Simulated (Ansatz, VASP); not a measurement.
One calculation of P2S, two programs

```xyz
6
Lattice="3.3800 0.0000 0.0000 0.0000 3.3800 0.0000 0.0000 0.0000 8.8998" Properties=species:S:1:pos:R:3 pbc="T T T"
P     0.0000    1.6900    2.6460
P     0.0000    1.6900    7.0959
P     1.6900    0.0000    6.2537
P     1.6900    0.0000    1.8039
S     0.0000    0.0000    0.0000
S     1.6900    1.6900    4.4499
```

Change from the starting cell: species swapped into the ZrO2 type (P4_2/nmc, No. 137).

Alike in both runs: functional PBE; k mesh 6 × 6 × 2; occupations gaussian, width 0.1 eV; no spin polarisation.

Ansatz relaxed the structure, and its values are those at the end. VASP's run is a single point on that final structure, the one shown.

|  | VASP | Ansatz |
| --- | --- | --- |
| version | VASP 6.6.1 | Ansatz 0.2.0 |
| potentials or method | VASP PAW PBE potentials, release 64 (P, S), cutoff 520 eV | scalar-relativistic, plane waves, PAW |
| valence electrons in the cell | 32 | 32 |

```tsv
	VASP	Ansatz	Ansatz less VASP
gap on the k mesh at the Fermi level (eV)	none	none	-
pressure (GPa)	-0.2	0.0	+0.16
```

A gap of «none» marks a metal or a gap that the smearing closes.
